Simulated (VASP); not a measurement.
# AlN (Cmc2_1) in VASP: further runs

AlN is run at these levels: LDA; tasks: single point.

All numbers are computed with VASP 6.6.1; they aren't measurements. Logs are shortened: lines on timing, memory, paths and dates and some standing lists are left out, and cuts for length are marked.

## Step 1: The cell of the first run

The structure is orthorhombic, space group Cmc2_1 (No. 36). The conventional cell has a = 3.166 Å, b = 5.484 Å, c = 5.067 Å, α = 90.00°, β = 90.00°, γ = 90.00°. Within 2.5 Å of Al (site symmetry m) lie 4 N at 1.92 to 1.94 Å. Within 2.5 Å of N (site symmetry m) lie 4 Al at 1.92 to 1.94 Å.

## Step 2: Single point, LDA

INCAR

```
SYSTEM = AlN
PREC = Accurate
ENCUT = 520
EDIFF = 1E-7
ISMEAR = 0
SIGMA = 0.05
LREAL = .False.
LASPH = .True.
NELM = 60
ALGO = Normal
ISIF = 2
LWAVE = .False.
LCHARG = .False.
GGA = CA
NBANDS = 16
```

KPOINTS

```
regular mesh
0
Gamma
  9 9 6
  0 0 0
```

POSCAR

```
AlN
1.0
    3.1659609617      0.0000000000      0.0000000000
   -1.5829804808      2.7418026202      0.0000000000
    0.0000000000      0.0000000000      5.0673630437
Al N
2 2
Direct
    0.3301182952      0.6602365904      0.0015212672
    0.6698817048      0.3397634096      0.5015212672
    0.3362022155      0.6724044311      0.3834787328
    0.6637977845      0.3275955689      0.8834787328
```

Potentials or basis: VASP PAW LDA potentials, release 64 (Al, N).

Command:

```console
cat potpaw_LDA.64/Al/POTCAR potpaw_LDA.64/N/POTCAR > POTCAR
mpirun -np 1 vasp_std > vasp.out
```

OUTCAR:

```text
SYSTEM = AlN
   PREC = Accurate
   ENCUT = 520
   EDIFF = 1E-7
   ISMEAR = 0
   LREAL = .False.
   LASPH = .True.
   NELM = 60
   ISIF = 2
   GGA = CA

 ion  position               nearest neighbor table
   1  0.330  0.660  0.002-   4 1.92   4 1.92   4 1.93   3 1.94   2 3.11   2 3.11   2 3.11   2 3.11
                             2 3.14   2 3.14
   2  0.670  0.340  0.502-   3 1.92   3 1.92   3 1.93   4 1.94   1 3.11   1 3.11   1 3.11   1 3.11
                             1 3.14   1 3.14
   3  0.336  0.672  0.383-   2 1.92   2 1.92   2 1.93   1 1.94
   4  0.664  0.328  0.883-   1 1.92   1 1.92   1 1.93   2 1.94

  LATTYP: Found a hexagonal cell.
 ALAT       =     3.1659609617
 C/A-ratio  =     1.6005766038

  Lattice vectors:

 A1 = (   3.1659609617,   0.0000000000,   0.0000000000)
 A2 = (  -1.5829804808,   2.7418026202,   0.0000000000)
 A3 = (   0.0000000000,   0.0000000000,   5.0673630437)

Analysis of symmetry for initial positions (statically):
=====================================================================
 Subroutine PRICEL returns:
 Original cell was already a primitive cell.

 Routine SETGRP: Setting up the symmetry group for a
 hexagonal supercell.

 Subroutine GETGRP returns: Found  4 space group operations
 (whereof  2 operations were pure point group operations)
 out of a pool of 24 trial point group operations.

The static configuration has the point symmetry C_1h.
 The point group associated with its full space group is C_2v.

Analysis of symmetry for dynamics (positions and initial velocities):
=====================================================================
 Subroutine PRICEL returns:
 Original cell was already a primitive cell.

 Routine SETGRP: Setting up the symmetry group for a
 hexagonal supercell.

 Subroutine GETGRP returns: Found  4 space group operations
 (whereof  2 operations were pure point group operations)
 out of a pool of 24 trial point group operations.

The dynamic configuration has the point symmetry C_1h.
 The point group associated with its full space group is C_2v.

 Subroutine INISYM returns: Found  4 space group operations
 (whereof  2 operations are pure point group operations),
 and found     1 'primitive' translations

----------------------------------------------------------------------------------------

                                     Primitive cell

  volume of cell :      43.9869

  direct lattice vectors                    reciprocal lattice vectors
     3.165960962  0.000000000  0.000000000     0.315859864  0.182361778  0.000000000
[... 95 lines left out ...]
   NFREE  =      0    steps in history (QN), initial steepest desc. (CG)
   ISIF   =      2    stress and relaxation
   ISYM   =      2    0-nonsym 1-usesym 2-fastsym
   POTIM  = 0.5000    time-step for ionic-motion
   TEBEG  =    0.0;   TEEND  =   0.0 temperature during run
   PSTRESS=    0.0 pullay stress
   NELECT =      16.0000    total number of electrons
   NUPDOWN=      -1.0000    fix difference up-down
   EMIN   =  10.00;   EMAX   =-10.00  energy-range for DOS
   EFERMI =   0.00;   METHOD = LEGACY
   ISMEAR =     0;   SIGMA  =   0.05  broadening in eV -4-tet -1-fermi 0-gaus
   EFERMI_NEDOS =   21; number of points for ismear=-14 and -15
   IALGO  =     38    algorithm
   IMIX   =      4    mixing-type and parameters
     AMIX     =   0.40;   BMIX     =  1.00
     AMIX_MAG =   1.60;   BMIX_MAG =  1.00
  volume/ion in A,a.u.               =      11.00        74.21
  Fermi-wavevector in a.u.,A,eV,Ry     =   1.168621  2.208373 18.581127  1.365674
  Thomas-Fermi vector in A             =   2.305105
   LORBIT       =      0    0 simple, 1 ext, 2 COOP (PROOUT), +10 PAW based schemes
   GGA     = CA    functional components
   LHFCALC =     F    Hartree Fock is set to
   AEXX    =    0.0000 exact exchange contribution
   IVDW    =     0    specifies the selected vdW correction
   LEPSILON=     F    determine dielectric tensor
   LRPA    =     F    only Hartree local field effects (RPA)
 non-spin polarized calculation
 Gauss-broadening in eV      SIGMA  =   0.05
  energy-cutoff  :      520.00
  volume of cell :       43.99
 maximum number of plane-waves:      1196
   NGX = 11   NGY = 11   NGZ = 19

 number of electron      16.0000002 magnetization

 Free energy of the ion-electron system (eV)
  ---------------------------------------------------
  ext. energy  EPLUGINS =         0.00000000
  ---------------------------------------------------
  free energy    TOTEN  =       -32.70923746 eV

  energy without entropy =      -32.70923746  energy(sigma->0) =      -32.70923746

 E-fermi :   5.6465     XC(G=0): -11.0221

 val. band max:        5.4089303254   @ k =   0.0000   0.0000   0.0000
 cond. band min:       9.1795459668   @ k =   0.0000   0.0000   0.0000
 fundamental gap:      3.7706156414
 Fermi energy:         5.6464749654

 k-point     1 :       0.0000    0.0000    0.0000
  band No.  band energies     occupation
      1      -9.3201      2.00000
      2      -7.2571      2.00000
      3      -0.4132      2.00000
      4       4.5464      2.00000
      5       4.5598      2.00000
      6       5.1715      2.00000
[... 433 lines left out ...]
      3       0.5926      2.00000
      4       1.5100      2.00000
      5       2.2345      2.00000
      6       2.3611      2.00000
[... 8 lines left out ...]
     15      17.4618      0.00000
     16      19.1653      0.00000

 [... further k-points ...]

------------------------ aborting loop because EDIFF is reached ----------------------------------------

  FORCE on cell =-STRESS in cart. coord.  units (eV):
  Direction    XX          YY          ZZ          XY          YZ          ZX
  --------------------------------------------------------------------------------------
  -------------------------------------------------------------------------------------
  Total       -3.7108639     -3.6681854     -3.4381742     -0.0000000      0.0000000      0.0000000
  in kB     -135.1642527   -133.6097335   -125.2318214     -0.0000000      0.0000000      0.0000000
  external PRESSURE =    -131.3352692 kB  Pullay stress =       0.0000000 kB

 VOLUME and BASIS-vectors are now :
 -----------------------------------------------------------------------------
  energy-cutoff  :      520.00
  volume of cell :       43.99
      direct lattice vectors                 reciprocal lattice vectors
     3.165960962  0.000000000  0.000000000     0.315859864  0.182361778  0.000000000
    -1.582980481  2.741802620  0.000000000     0.000000000  0.364723555  0.000000000
     0.000000000  0.000000000  5.067363044     0.000000000  0.000000000  0.197341298

 POSITION                                       TOTAL-FORCE (eV/Angst)
 -----------------------------------------------------------------------------------
      0.00000      1.81024      0.00771         0.000000      0.094699      0.029296
      1.58298      0.93156      2.54139        -0.000000     -0.094699      0.029296
     -0.00000      1.84360      1.94323        -0.000000     -0.053444     -0.029296
      1.58298      0.89820      4.47691         0.000000      0.053444     -0.029296
 -----------------------------------------------------------------------------------
    total drift:                               -0.000000     -0.000000      0.000023

  FREE ENERGIE OF THE ION-ELECTRON SYSTEM (eV)
  ---------------------------------------------------
  free  energy   TOTEN  =       -32.7092374608 eV

  energy  without entropy=      -32.7092374608  energy(sigma->0) =      -32.70923746
```

stdout:

```text
POSCAR found type information on POSCAR AlN
 POSCAR found :  2 types and       4 ions
 scaLAPACK will be used
 LDA part: xc-table for (Slater(with rela. corr.)+CA(PZ))
 , standard interpolation
 POSCAR, INCAR and KPOINTS ok, starting setup
 FFT: planning ... GRIDC
 FFT: planning ... GRID_SOFT
 FFT: planning ... GRID
 WAVECAR not read
 entering main loop
```

It took 27 s on 1 thread of AMD EPYC 9R45 (Zen 5), shared host; peak memory 0.14 GiB.

What came out:

* Free energy: -32.7092 eV
* Pressure: -13.1 GPa
* Largest force: 0.099 eV/Å
* Band gap on the k mesh: 3.77 eV, direct

Forces in eV/Å, atoms in the order of the input:
```
Al   0.000  0.095  0.029
Al   0.000 -0.095  0.029
N    0.000 -0.053 -0.029
N    0.000  0.053 -0.029
```

Stress tensor (GPa, compression positive):
```
-13.52   0.00   0.00
  0.00 -13.36   0.00
  0.00   0.00 -12.52
```

Levels at points of the mesh, in eV from the valence-band top:
```csv
k point,band 5,band 6,band 7,band 8,band 9,band 10,band 11,band 12
"(0.00, 0.00, 0.00)",-0.85,-0.24,-0.19,0.00,3.77,6.09,10.06,10.50
"(0.00, 0.00, 0.50)",-0.55,-0.55,-0.54,-0.54,5.97,5.97,9.72,9.72
```

## Step 3: Single point, LDA

INCAR

```
SYSTEM = AlN
PREC = Accurate
ENCUT = 520
EDIFF = 1E-7
ISMEAR = 0
SIGMA = 0.05
LREAL = .False.
LASPH = .True.
NELM = 80
ALGO = Normal
ISIF = 2
LWAVE = .False.
LCHARG = .True.
LELF = .True.
LVHAR = .True.
NBANDS = 16
```

KPOINTS

```
Automatic mesh
0
Gamma
  9 9 6
  0 0 0
```

POSCAR

```
AlN
1.0
    3.1659609617      0.0000000000      0.0000000000
   -1.5829804808      2.7418026202      0.0000000000
    0.0000000000      0.0000000000      5.0673630437
Al N
2 2
Direct
    0.3236882189      0.6473764378      0.0015212672
    0.6763117811      0.3526235622      0.5015212672
    0.3419399799      0.6838799599      0.3834787328
    0.6580600201      0.3161200401      0.8834787328
```

Potentials or basis: VASP PAW LDA potentials, release 64 (Al, N).

Command:

```console
cat potpaw_LDA.64/Al/POTCAR potpaw_LDA.64/N/POTCAR > POTCAR
mpirun -np 1 vasp_std > vasp.out
```

It took 32 s on 1 thread of AMD EPYC 9R45 (Zen 5), shared host; peak memory 0.14 GiB.

The run converged. Its results:

| Item | Value |
| --- | --- |
| Free energy | -32.6893 eV |
| Pressure | -13.2 GPa |
| Largest force | 0.279 eV/Å |
| Band gap on the k mesh | 3.74 eV, direct |

Forces in eV/Å, atoms in the order of the input:
```
Al   0.000  0.276  0.041
Al   0.000 -0.276  0.041
N    0.000 -0.163 -0.041
N    0.000  0.163 -0.041
```

Stress tensor (GPa, compression positive):
```
-13.69   0.00   0.00
  0.00 -13.39   0.00
  0.00   0.00 -12.49
```

Levels at points of the mesh, in eV from the valence-band top:
| k point | band 4 | band 5 | band 6 | band 7 | band 8 | band 9 | band 10 | band 11 | band 12 | band 13 |
| --- | --- | --- | --- | --- | --- | --- | --- | --- | --- | --- |
| (0.00, 0.00, 0.00) | -0.89 | -0.85 | -0.30 | -0.16 | 0.00 | 3.74 | 6.07 | 10.00 | 10.38 | 10.75 |
| (0.00, 0.00, 0.50) | -3.27 | -0.58 | -0.58 | -0.54 | -0.54 | 5.94 | 5.94 | 9.70 | 9.70 | 10.86 |

A k mesh can miss the band edges. As with any semilocal functional, this LDA gap is likely too small.

## Step 4: Single point, LDA

INCAR

```
SYSTEM = AlN
PREC = Accurate
ENCUT = 520
EDIFF = 1E-6
ISMEAR = 0
SIGMA = 0.05
LREAL = .False.
LASPH = .True.
NELM = 80
ALGO = Normal
ISIF = 2
LWAVE = .False.
LCHARG = .False.
GGA = CA
NBANDS = 16
```

KPOINTS

```
regular mesh
0
Gamma
  9 9 6
  0 0 0
```

POSCAR

```
AlN
1.0
    3.1659609617      0.0000000000      0.0000000000
   -1.5829804808      2.7418026202      0.0000000000
    0.0000000000      0.0000000000      5.0673630437
Al N
2 2
Direct
    0.3365483715      0.6730967429      0.0015212672
    0.6634516285      0.3269032571      0.5015212672
    0.3304644511      0.6609289023      0.3834787328
    0.6695355489      0.3390710977      0.8834787328
```

Command:

```console
cat potpaw_LDA.64/Al/POTCAR potpaw_LDA.64/N/POTCAR > POTCAR
mpirun -np 1 vasp_std > vasp.out
```

It took 27 s on 1 thread of AMD EPYC 9R45 (Zen 5), shared host; peak memory 0.15 GiB.

The run converged. Its results:

```
Free energy            : -32.7092 eV
Pressure               : -13.2 GPa
Largest force          : 0.102 eV/Å
Band gap on the k mesh : 3.77 eV, direct
```

Forces in eV/Å, atoms in the order of the input:
```
Al   0.000 -0.097  0.029
Al   0.000  0.097  0.029
N    0.000  0.052 -0.029
N    0.000 -0.052 -0.029
```

Stress tensor (GPa, compression positive):
```
-13.36   0.00   0.00
  0.00 -13.58   0.00
  0.00   0.00 -12.55
```

Levels at points of the mesh, in eV from the valence-band top:
| k point | band 6 | band 7 | band 8 | band 9 | band 10 | band 11 |
| --- | --- | --- | --- | --- | --- | --- |
| (0.00, 0.00, 0.00) | -0.24 | -0.19 | 0.00 | 3.77 | 6.09 | 10.06 |
| (0.00, 0.00, 0.50) | -0.55 | -0.54 | -0.54 | 5.97 | 5.97 | 9.72 |
